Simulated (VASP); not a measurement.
Wanted: the native input for a VASP 6.6.1 run.

- Task: relaxation of cell and atoms
- Functional: PBE
- Potentials or basis: VASP PAW PBE potentials, release 64 (Pr_3, B), 4f in core
- Cutoff: 500 eV
- k mesh: 3 × 3 × 4
- Occupations: gaussian, width 0.2 eV
- Spin: no spin polarisation
- Dipole correction: no
- Further INCAR settings: ALGO = Normal; EDIFF = 1e-07; IBRION = 2; EDIFFG = -0.08; NSW = 36; ISIF = 3

The structure of Pr2B lies in POSCAR:

```
Pr2B
1.0
    5.1086530900      0.0000000000      0.0000000000
    0.0000000000      6.2270304400      0.0000000000
    0.0000000000      0.0000000000      3.7857245900
Pr B
4 2
Direct
    0.2189000000      0.3592999900      0.0000000000
    0.7811000000      0.6407000100      0.0000000000
    0.7189000000      0.1407000100      0.5000000000
    0.2811000000      0.8592999900      0.5000000000
    0.0000000000      0.0000000000      0.0000000000
    0.5000000000      0.5000000000      0.5000000000
```

The cell was generated, and may not be a known phase.

The input as run:

INCAR

```
SYSTEM = Pr2B
PREC = Accurate
ENCUT = 500
EDIFF = 1E-7
ISMEAR = 0
SIGMA = 0.2
LREAL = .False.
LASPH = .True.
NELM = 200
ALGO = Normal
ISIF = 3
LWAVE = .False.
LCHARG = .False.
GGA = PE
IBRION = 2
NSW = 36
EDIFFG = -0.08
GGA_COMPAT = .False.
NELMIN = 4
LMAXMIX = 6
```

KPOINTS

```
regular mesh
0
Gamma
  3 3 4
  0 0 0
```

Potentials or basis: VASP PAW PBE potentials, release 64 (Pr_3, B), 4f in core.

Run with:

```console
$ cat potpaw_PBE.64/Pr_3/POTCAR potpaw_PBE.64/B/POTCAR > POTCAR
$ mpirun -np 1 vasp_std > vasp.out
```

Results of the run:

The relaxed volume is 27.82 Å³/atom and the relaxed cell is a = 6.626 Å, b = 6.690 Å, c = 3.767 Å, α = 90.00°, β = 90.00°, γ = 90.00°. The space group after relaxing (to 0.1 Å) is Pnnm (No. 58), the energy gained by relaxing is 493.7 meV/atom and the ionic steps are 14. The pressure after relaxing is 0.1 GPa. The largest force after relaxing is 0.034 eV/Å. The band gap on the k mesh is zero (bands 25 and 26 overlap by 0.36 eV).

Caveat: the k points lie up to 0.42 Å⁻¹ apart in the final cell; the volume moved by over 15 % at a fixed basis, so the end points are rough; spin-orbit coupling is left out, which moves the levels of the heavy elements; the 4f electrons are frozen in the core, so they carry no moment and show no levels; the relaxation stopped at a loose force limit of 0.08 eV/Å, so its end isn't a converged minimum.

Run time: 6.1 min on 1 thread of Intel(R) Xeon(R) 6975P-C (Granite Rapids), with other jobs on the host, peak memory 0.24 GiB.
